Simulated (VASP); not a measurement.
# O (R-3m) in VASP: a series of runs, part 2 of 2

VASP 6.6.1.

## (3) Single point, PBEsol

This run uses another cell than the first one, of 11.96 Å³/atom, 1.020 times its volume.

The input, INCAR:

```
SYSTEM = O
PREC = Accurate ; ENCUT = 520
EDIFF = 1E-7 ; ISMEAR = -1
SIGMA = 0.02 ; LREAL = .False.
LASPH = .True. ; NELM = 100
ALGO = Normal ; ISIF = 2
LWAVE = .False. ; LCHARG = .True.
GGA = PS ; LELF = .True.
LVHAR = .True. ; NBANDS = 13
```

The input, KPOINTS:

```
Automatic mesh
0
Gamma
  10 10 10
  0 0 0
```

The input, POSCAR:

```
O
1.0
    1.4233490221      0.8217709410      3.4083000000
   -1.4233490221      0.8217709410      3.4083000000
    0.0000000000     -1.6435418821      3.4083000000
O
2
Direct
    0.0577000000      0.0577000000      0.0577000000
    0.9423000000      0.9423000000      0.9423000000
```

Potentials or basis: VASP PAW PBE potentials, release 64 (O).

Command:

```bash
cat potpaw_PBE.64/O/POTCAR > POTCAR
mpirun -np 1 vasp_std > vasp.out
```

OUTCAR:

```text
SYSTEM = O
   PREC = Accurate
   ENCUT = 520
   EDIFF = 1E-7
   ISMEAR = -1
   LREAL = .False.
   LASPH = .True.
   NELM = 100
   ISIF = 2
   GGA = PS

 ion  position               nearest neighbor table
   1  0.058  0.058  0.058-   2 1.18
   2  0.942  0.942  0.942-   1 1.18

  LATTYP: Found a trigonal (rhomboedric) cell.
 ALAT       =     3.7838788046
 COS(alpha) =     0.7170052526

  Lattice vectors:

 A1 = (   1.4233490221,   0.8217709410,   3.4083000000)
 A2 = (  -1.4233490221,   0.8217709410,   3.4083000000)
 A3 = (   0.0000000000,  -1.6435418821,   3.4083000000)

Analysis of symmetry for initial positions (statically):
=====================================================================
 Subroutine PRICEL returns:
 Original cell was already a primitive cell.

 Routine SETGRP: Setting up the symmetry group for a
 trigonal (rhombohedral) supercell.

 Subroutine GETGRP returns: Found 12 space group operations
 (whereof 12 operations were pure point group operations)
 out of a pool of 12 trial point group operations.

The static configuration has the point symmetry D_3d.

[... 162 lines left out ...]
 cond. band min:       0.4158771138   @ k =  -0.4000   0.3000   0.1000
 fundamental gap:      0.0225875814
 Fermi energy:         0.3941698017

 k-point     1 :       0.0000    0.0000    0.0000
  band No.  band energies     occupation
      1     -27.7838      2.00000
      2     -13.3617      2.00000
      3      -8.7938      2.00000
      4      -6.2245      2.00000
      5      -6.2245      2.00000
      6       0.9572      0.00000
      7       0.9572      0.00000
      8       8.4676      0.00000
      9      12.0483      0.00000
     10      15.1470      0.00000
     11      18.8985      0.00000
     12      21.4995      0.00000
     13      21.4995      0.00000
[... 354 lines left out ...]
  band No.  band energies     occupation
      1     -27.4709      2.00000
      2     -13.5334      2.00000
      3      -8.1876      2.00000
      4      -6.9784      2.00000
      5      -6.8060      2.00000
      6      -0.5351      2.00000
      7       0.8804      0.00000
      8      10.2310      0.00000
      9      12.3940      0.00000
     10      15.0168      0.00000
     11      15.6772      0.00000
     12      19.5037      0.00000
     13      22.2399      0.00000

 [... further k-points ...]
[... 5 lines left out ...]
  --------------------------------------------------------------------------------------
  -------------------------------------------------------------------------------------
  Total       -1.3288378     -1.3288378      5.3001641      0.0000000     -0.0000000     -0.0000000
  in kB      -89.0084647    -89.0084647    355.0165883      0.0000000     -0.0000000     -0.0000000
  external PRESSURE =      58.9998863 kB  Pullay stress =       0.0000000 kB

 VOLUME and BASIS-vectors are now :
 -----------------------------------------------------------------------------
  energy-cutoff  :      520.00
  volume of cell :       23.92
      direct lattice vectors                 reciprocal lattice vectors
     1.423349022  0.821770941  3.408300000     0.351284184  0.202814018  0.097800467
    -1.423349022  0.821770941  3.408300000    -0.351284184  0.202814018  0.097800467
     0.000000000 -1.643541882  3.408300000     0.000000000 -0.405628037  0.097800467

 POSITION                                       TOTAL-FORCE (eV/Angst)
 -----------------------------------------------------------------------------------
      0.00000     -0.00000      0.58998         0.000000     -0.000000      3.935577
      0.00000     -0.00000      9.63492         0.000000      0.000000     -3.935577
 -----------------------------------------------------------------------------------
    total drift:                                0.000000     -0.000000      0.000000

  FREE ENERGIE OF THE ION-ELECTRON SYSTEM (eV)
  ---------------------------------------------------
  free  energy   TOTEN  =        -9.8340757524 eV

  energy  without entropy=       -9.8323236270  energy(sigma->0) =       -9.83319969
```

OSZICAR:

```text
N       E                     dE             d eps       ncg     rms          rms(c)
DAV:   1     0.370428760104E+02    0.37043E+02   -0.63563E+03  3064   0.849E+02
DAV:   2    -0.878178138053E+01   -0.45825E+02   -0.44041E+02  3881   0.183E+02
DAV:   3    -0.101444902115E+02   -0.13627E+01   -0.13583E+01  3401   0.288E+01
DAV:   4    -0.101482267475E+02   -0.37365E-02   -0.37364E-02  3486   0.184E+00
DAV:   5    -0.101482410503E+02   -0.14303E-04   -0.14303E-04  3414   0.105E-01    0.446E+00
DAV:   6    -0.989405709790E+01    0.25418E+00   -0.21439E-01  3341   0.424E+00    0.236E+00
DAV:   7    -0.983218140455E+01    0.61876E-01   -0.20154E-01  3516   0.398E+00    0.453E-01
DAV:   8    -0.983407964571E+01   -0.18982E-02   -0.14861E-02  3056   0.101E+00    0.532E-02
DAV:   9    -0.983406721995E+01    0.12426E-04   -0.19671E-04  3611   0.126E-01    0.226E-02
DAV:  10    -0.983407490753E+01   -0.76876E-05   -0.24547E-05  3141   0.427E-02    0.742E-03
DAV:  11    -0.983407586517E+01   -0.95764E-06   -0.30623E-06  3301   0.169E-02    0.394E-03
DAV:  12    -0.983407570746E+01    0.15771E-06   -0.51958E-07  3281   0.633E-03    0.153E-03
DAV:  13    -0.983407575243E+01   -0.44968E-07   -0.67440E-08  2348   0.230E-03
   1 F= -.98340758E+01 E0= -.98331997E+01  d E =-.175213E-02
```

Run time: 36 s. Hardware: 1 thread of AMD EPYC 7R13 (Zen 3), shared host; peak memory 0.13 GiB.

Results:

```yaml
Free_energy: -9.8341 eV
Pressure: 5.9 GPa
Largest_force: 3.936 eV/Å
Band_gap_on_the_k_mesh: zero (band 6 reaches 1.21 eV, above the bottom of band 7 at -0.11 eV)
```

Forces on the atoms (eV/Å):
```
O    0.000  0.000  3.936
O    0.000  0.000 -3.936
```

Caveat: the standard files for N, O and F lose accuracy on very short bonds; spin is off for a triplet molecule; the PAW data sets were made with another functional, which shifts forces and pressure a little.

## (4) Single point, PBEsol (volume scaled by 1.01)

The input, INCAR:

```
SYSTEM = O
ALGO = Normal ; EDIFF = 1E-7
ENCUT = 520 ; GGA = PS
ISIF = 2 ; ISMEAR = -1
LASPH = .TRUE. ; LCHARG = .FALSE.
LREAL = .FALSE. ; LWAVE = .FALSE.
NBANDS = 13 ; NELM = 80
PREC = Accurate ; SIGMA = 0.02
```

The input, KPOINTS:

```
k-points
0
G
  10 10 10
  0 0 0
```

The input, POSCAR:

```
O
1.0
    1.4280777911      0.8245010971      3.4196233390
   -1.4280777911      0.8245010971      3.4196233390
    0.0000000000     -1.6490021942      3.4196233390
O
2
Direct
    0.0577000000      0.0577000000      0.0577000000
    0.9423000000      0.9423000000      0.9423000000
```

Command:

```bash
cat potpaw_PBE.64/O/POTCAR > POTCAR
mpirun -np 1 vasp_std > vasp.out
```

It took 32 s on 1 thread of AMD EPYC 7R13 (Zen 3), shared host; peak memory 0.13 GiB.

Results (log left out):

- Free energy: -9.8427 eV
- Pressure: 4.7 GPa
- Largest force: 3.543 eV/Å
- Band gap on the k mesh: zero (band 6 reaches 1.10 eV, above the bottom of band 7 at -0.19 eV)

Forces in eV/Å, atoms in the order of the input:
```
O    0.000  0.000  3.543
O    0.000  0.000 -3.543
```

Stress tensor (GPa, compression positive):
```
-8.85  0.00  0.00
 0.00 -8.85  0.00
 0.00  0.00 31.92
```

Levels at points of the mesh, in eV from the Fermi level:
```csv
k point,band 2,band 3,band 4,band 5,band 6,band 7,band 8,band 9,band 10,band 11
"(0.00, 0.00, 0.00)",-13.76,-9.11,-6.56,-6.56,0.55,0.55,8.05,11.54,14.72,18.40
"(0.50, 0.00, 0.00)",-13.60,-8.84,-7.85,-6.94,-0.73,0.07,10.41,12.43,13.06,17.33
"(0.50, 0.50, 0.00)",-13.97,-8.63,-7.23,-7.14,-1.34,0.60,9.93,11.52,15.03,15.05
"(0.50, 0.50, 0.50)",-14.96,-7.05,-6.65,-6.65,0.80,0.80,7.82,8.34,13.53,20.22
```

Caveat: the cell differs from its parent crystal (volume scaled by 1.01); the standard files for N, O and F lose accuracy on very short bonds; spin is off for a triplet molecule; the PAW data sets were made with another functional, which shifts forces and pressure a little.

## (5) Overview

| cell | gap on the mesh (eV) | pressure (GPa) | largest force (eV/Å) |
| --- | --- | --- | --- |
| a = 3.777 Å, angles 43.8°, 2 atoms | none | 6.1 | 3.92 |
| a = 3.784 Å, angles 44.2°, 2 atoms | none | 5.9 | 3.94 |
| a = 3.796 Å, angles 44.2°, 2 atoms | none | 4.7 | 3.54 |

Alike in all rows: task single point; level PBEsol; potentials or basis VASP PAW PBE potentials, release 64 (O); no spin polarisation; k mesh 10 × 10 × 10; cutoff (eV) 520; smearing fermi-dirac 0.02 eV.

Caveats: the standard files for N, O and F lose accuracy on very short bonds; spin is off for a triplet molecule; the PAW data sets were made with another functional, which shifts forces and pressure a little.

Total energies depend on the potentials used, so only differences within one code and one set of settings carry meaning.
